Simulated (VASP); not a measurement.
Wanted: the native input for a VASP 6.6.1 run.

```yaml
Task: single point
Functional: HSE06
Potentials_or_basis: VASP PAW PBE potentials, release 64 (Be, S)
Cutoff: 520 eV
k_mesh: 6 × 6 × 6
Occupations: gaussian, width 0.01 eV
Spin: no spin polarisation
Dipole_correction: no
Grid_for_exact_exchange_PRECFOCK: Normal
Further_INCAR_settings: ALGO = Normal; EDIFF = 1e-06; NBANDS = 11
Share_of_exact_exchange: 0.25
Screening_parameter: 0.2079 1/Å
```

Crystal: BeS.

```
Be S
1.0
     0.00000    2.43431    2.43431
     2.42116    0.00000    2.43431
     2.42116    2.43431    0.00000
Be S
1 1
Cartesian
  0.0000 0.0000 0.0000
  1.2106 1.2172 1.2172
```

This cell differs from its parent crystal: uniaxial x strain -0.5%.

The input as run:

POSCAR

```
BeS
1.0
    0.0000000000      2.4343062304      2.4343062304
    2.4211609767      0.0000000000      2.4343062304
    2.4211609767      2.4343062304      0.0000000000
Be S
1 1
Direct
    0.0000000000      0.0000000000      0.0000000000
    0.2500000000      0.2500000000      0.2500000000
```

INCAR.step1

```
PREC     = Accurate       # precision mode
ENCUT    = 520            # plane-wave cutoff, eV
EDIFF    = 1E-5           # SCF threshold, eV
ISMEAR   = 0              # smearing method
SIGMA    = 0.01           # smearing width, eV
LREAL    = F              # projectors in reciprocal space
LASPH    = T              # aspherical terms in the spheres
NELM     = 80             # most SCF steps
ALGO     = Normal         # electronic algorithm
ISIF     = 2              # what is computed and relaxed
LWAVE    = T              # write WAVECAR
LCHARG   = F              # write CHGCAR
NBANDS   = 11             # bands
GGA      = PE             # functional
```

INCAR.step2

```
PREC     = Accurate       # precision mode
ENCUT    = 520            # plane-wave cutoff, eV
EDIFF    = 1E-6           # SCF threshold, eV
ISMEAR   = 0              # smearing method
SIGMA    = 0.01           # smearing width, eV
LREAL    = F              # projectors in reciprocal space
LASPH    = T              # aspherical terms in the spheres
NELM     = 80             # most SCF steps
ALGO     = Normal         # electronic algorithm
ISIF     = 2              # what is computed and relaxed
LWAVE    = F              # write WAVECAR
LCHARG   = F              # write CHGCAR
GGA      = PE             # functional
LHFCALC  = T              # exact exchange
HFSCREEN = 0.2079         # screening, 1/A
PRECFOCK = Normal       
NBANDS   = 11             # bands
ISTART   = 1
```

KPOINTS

```
regular mesh
0
Gamma
  6 6 6
```

Potentials or basis: VASP PAW PBE potentials, release 64 (Be, S).

The run is started by

```console
$ cat potpaw_PBE.64/Be/POTCAR potpaw_PBE.64/S/POTCAR > POTCAR
$ cp INCAR.step1 INCAR
$ mpirun -np 1 vasp_std > vasp.out
$ cp INCAR.step2 INCAR
$ mpirun -np 1 vasp_std > vasp.out
```

Results of the run:

```yaml
Pressure: -0.5 GPa
Band_gap_on_the_k_mesh: 4.02 eV (least direct gap 6.84 eV)
```

Caveat: the cell differs from its parent crystal (uniaxial x strain -0.5%); the PAW data sets were made with another functional, which shifts forces and pressure a little.

Run time: 18 min on 1 thread of AMD EPYC 7R43 64-Core Processor (Zen 3), with other jobs on the host, peak memory 0.22 GiB.
